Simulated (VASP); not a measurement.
A run of VASP 6.6.1 is set up as follows.

INCAR

```
ALGO = Normal ; EDIFF = 1E-7
ENCUT = 520 ; GGA = PS
ISIF = 2 ; ISMEAR = 0
LASPH = T ; LCHARG = F
LREAL = F ; LWAVE = F
NBANDS = 29 ; NELM = 60
PREC = Accurate ; SIGMA = 0.15
```

File KPOINTS:

```
k-points
0
Gamma
  14 14 14
```

The input POSCAR:

```
TiSi2
1.0
    1.7585247991     -6.6741239440      0.0000000000
    1.7585247991      6.6741239440      0.0000000000
    0.0000000000      0.0000000000      3.5556151821
Ti Si
2 4
Direct
    0.8946421832      0.0996076672      0.7471726966
    0.0996076672      0.8946421832      0.2471726966
    0.5548339303      0.4348612921      0.7448752255
    0.4348612921      0.5548339303      0.2448752255
    0.2597723592      0.7603327534      0.7599435224
    0.7603327534      0.2597723592      0.2599435224
```

Potentials or basis: VASP PAW PBE potentials, release 64 (Ti_sv, Si).

Command:

```bash
$ cat potpaw_PBE.64/Ti_sv/POTCAR potpaw_PBE.64/Si/POTCAR > POTCAR
$ mpirun -np 1 vasp_std > vasp.out
```

Q: What does it give for the pressure?

A: 0.2 GPa.

Q: Estimate the band gap on the k mesh.

A: Zero (bands 20 and 21 overlap by 1.04 eV).

Q: Predict the largest force.

A: 0.213 eV/Å.

Forces in eV/Å, atoms in the order of the input:
```
Ti   0.073 -0.016  0.072
Ti   0.073  0.016  0.072
Si   0.078 -0.011  0.078
Si   0.078  0.011  0.078
Si  -0.151  0.013 -0.150
Si  -0.151 -0.013 -0.150
```

Caveat: the cell differs from its parent crystal (atoms displaced along a vibrational mode); the PAW data sets were made with another functional, which shifts forces and pressure a little.
